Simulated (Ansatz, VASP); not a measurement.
# Two plane-wave programs on ZnO

```xyz
2
Lattice="1.4332 -3.5271 0.0000 1.4332 3.5271 0.0000 0.0000 0.0000 2.8385" Properties=species:S:1:pos:R:3 pbc="T T T"
Zn    0.0000    0.0000    0.0000
O     1.4332    0.0000    1.4192
```

Alike in both runs: task relaxation of cell and atoms; functional PBEsol; dispersion D4; k mesh 10 × 10 × 9; occupations fermi-dirac, width 0.05 eV; no spin polarisation.

```csv
,VASP,Ansatz
version,VASP 6.6.1,Ansatz 0.2.0
potentials or method,"VASP PAW PBE potentials, release 64 (Zn, O)",Ansatz PAW
plane-wave cutoff (eV),600,420
valence electrons in the cell,18,18
```

```tsv
	VASP	Ansatz	Ansatz less VASP
gap on the k mesh at the Fermi level, each at its own relaxed structure (eV)	none	none	-
relaxed volume (Å³/atom)	11.26	11.29	+0.028
relaxed cell length with the largest relative difference (Å)	3.163	3.181	+0.0181
```

VASP's potentials were made for PBE, not for PBEsol. A gap of «none» marks a metal or a gap that the smearing closes.

Noted on VASP's run: the volume moved by over 15 % at a fixed basis, so the end points are rough. Noted on Ansatz's run: the volume moved by over 15 % at a fixed basis, so the end points are rough; the plane-wave basis is chosen anew once the cell has moved, so the energies of steps on either side of that aren't comparable.
